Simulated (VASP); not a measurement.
Set up this calculation in VASP 6.6.1, as the native input.

* Task: relaxation of cell and atoms
* Functional: PBEsol
* Potentials or basis: VASP PAW PBE potentials, release 64 (Sn_d, O)
* Cutoff: 600 eV
* k mesh: 9 × 9 × 9
* Occupations: fermi-dirac, width 0.05 eV
* Spin: no spin polarisation
* Dipole correction: no
* Further INCAR settings: ALGO = Normal; EDIFF = 1e-07; IBRION = 2; EDIFFG = -0.01; NSW = 60; ISIF = 3

The structure of SnO2 lies in POSCAR:

```
SnO2
1.0
    0.0000000000      2.5741500000      2.5741500000
    2.5741500000      0.0000000000      2.5741500000
    2.5741500000      2.5741500000      0.0000000000
Sn O
1 2
Direct
    0.0000000000      0.0000000000      0.0000000000
    0.7500000000      0.7500000000      0.7500000000
    0.2500000000      0.2500000000      0.2500000000
```

One way to write it, as run:

INCAR

```
SYSTEM = SnO2
ALGO = Normal
EDIFF = 1E-7
EDIFFG = -0.01
ENCUT = 600
GGA = PS
IBRION = 2
ISIF = 3
ISMEAR = -1
LASPH = .True.
LCHARG = .False.
LREAL = .False.
LWAVE = .False.
NELM = 60
NSW = 60
PREC = Accurate
SIGMA = 0.05
```

KPOINTS

```
k-points
0
Gamma
  9 9 9
  0 0 0
```

Potentials or basis: VASP PAW PBE potentials, release 64 (Sn_d, O).

Launch:

```bash
$ cat potpaw_PBE.64/Sn_d/POTCAR potpaw_PBE.64/O/POTCAR > POTCAR
$ mpirun -np 1 vasp_std > vasp.out
```

It gave:

- Relaxed volume: 10.98 Å³/atom
- Relaxed cell: a = 3.598 Å, b = 3.598 Å, c = 3.598 Å, α = 60.00°, β = 60.00°, γ = 60.00°
- Space group after relaxing (to 0.1 Å): Fm-3m (No. 225)
- Energy gained by relaxing: 8.4 meV/atom
- Ionic steps: 3
- Pressure after relaxing: 0.0 GPa

Caveat: the PAW data sets were made with another functional, which shifts forces and pressure a little.

Wall time 110 s on 1 thread of Intel Xeon 8259CL (shared host), peak memory 0.19 GiB.
